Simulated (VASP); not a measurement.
Runs of VASP 6.6.1 on Si. The structure is that of space group I4_1/amd (No. 141), or close to it. The cells are those of the table. 

```csv
cell,gap on the mesh (eV),pressure (GPa)
"a = 3.714 Å, angles 96.8, 96.8, 139.8°, 2 atoms",none,-4.8
"a = 3.403 Å, angles 100.3, 100.3, 130.1°, 2 atoms",none,(c)
"a = 3.444 Å, angles 97.2, 97.2, 138.4°, 2 atoms",none,(a)
"a = 3.627 Å, angles 98.4, 98.4, 135.2°, 2 atoms",none,-4.2
"a = 3.823 Å, angles 95.9, 95.9, 142.7°, 2 atoms",none,-5.9
"a = 3.339 Å, angles 98.4, 98.4, 135.1°, 2 atoms",none,38.5
"a = 3.588 Å, angles 97.3, 97.3, 138.3°, 2 atoms",none,(b)
"a = 3.504 Å, angles 99.0, 99.0, 133.5°, 2 atoms",none,6.9
```

Alike in all rows: task single point; level LDA; potentials or basis VASP PAW LDA potentials, release 64 (Si); no spin polarisation; k mesh 20 × 20 × 20; cutoff (eV) 520; smearing gaussian 0.15 eV.

Problem. Fill in the values left out.

Solution. (a) 25.7; (b) 4.0; (c) 19.8.

Caveats: the cell stands under pressure (at least some runs); the cell stands under tension (at least some runs).

A gap of «none» marks levels without a gap at the run's occupations.
